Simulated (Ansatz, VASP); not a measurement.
YbNb2W3 in VASP and in Ansatz

```
Yb Nb W
1.0
     8.60741    0.00000    0.00000
    -4.30371    7.45424    0.00000
     0.00000    0.00000    2.63865
Yb Nb W
1 2 3
Direct
  0.00000 0.00000 0.50000
  0.33333 0.66667 0.00000
  0.66667 0.33333 0.00000
  0.50000 0.00000 0.00000
  0.00000 0.50000 0.00000
  0.50000 0.50000 0.00000
```

Alike in both runs: task single point; functional PBE; k mesh 3 × 3 × 6; occupations gaussian, width 0.1 eV; collinear spin.

|  | VASP | Ansatz |
| --- | --- | --- |
| version | VASP 6.6.1 | Ansatz 0.2.0 |
| potentials or method | VASP PAW PBE potentials, release 64 (Yb, Nb_sv, W_sv), cutoff 600 eV | scalar-relativistic, plane waves, PAW |
| valence electrons in the cell | 92 | 92 |

|  | VASP | Ansatz | Ansatz less VASP |
| --- | --- | --- | --- |
| gap on the k mesh at the Fermi level (eV) | none | none | - |
| pressure (GPa) | 0.3 | 0.0 | -0.33 |
| net moment per atom (μB) | 0.04 | 0.01 | -0.028 |
| size of the moment on the site where the two differ most (μB) | 0.00 | 0.03 | +0.033 |

Site moments also hang on the region over which each program counts them. A gap of «none» marks a metal or a gap that the smearing closes. Ansatz's warnings: seeded moment not kept.

The k mesh is coarse, so the values compare programs but aren't converged. Neither program's run includes spin-orbit coupling.
